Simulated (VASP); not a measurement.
Input of a VASP 6.6.1 run:

INCAR

```
PREC = Accurate
ENCUT = 520
EDIFF = 1E-6
ISMEAR = 0
SIGMA = 0.15
LREAL = F
LASPH = T
NELM = 60
ALGO = Normal
ISIF = 2
LWAVE = F
LCHARG = F
GGA = PS
NBANDS = 24
```

KPOINTS

```
regular mesh
0
Gamma
  18 18 8
```

POSCAR

```
TaN
1.0
    3.3344762704      0.0000000000      0.0000000000
   -1.6672381352      2.8877411585      0.0000000000
    0.0000000000      0.0000000000      5.7292971278
Ta N
2 2
Direct
    0.3333333333      0.6666666667      0.0301041378
    0.6666666667      0.3333333333      0.5301041378
    0.3333333333      0.6666666667      0.3548958622
    0.6666666667      0.3333333333      0.8548958622
```

Potentials or basis: VASP PAW PBE potentials, release 64 (Ta_pv, N).

Launch:

```bash
$ cat potpaw_PBE.64/Ta_pv/POTCAR potpaw_PBE.64/N/POTCAR > POTCAR
$ mpirun -np 1 vasp_std > vasp.out
```

Question: What does it give for the largest force?

Answer: 2.696 eV/Å.

Question: What does it give for the pressure?

Answer: -7.2 GPa.

Question: Predict the band gap on the k mesh.

Answer: Zero (bands 16 and 17 overlap by 0.82 eV).

Stress tensor (GPa, compression positive):
```
-21.18   0.00   0.00
  0.00 -21.18   0.00
  0.00   0.00  20.84
```

Caveat: the cell stands under tension; the PAW data sets were made with another functional, which shifts forces and pressure a little; spin-orbit coupling is left out, which moves the levels of the heavy elements.
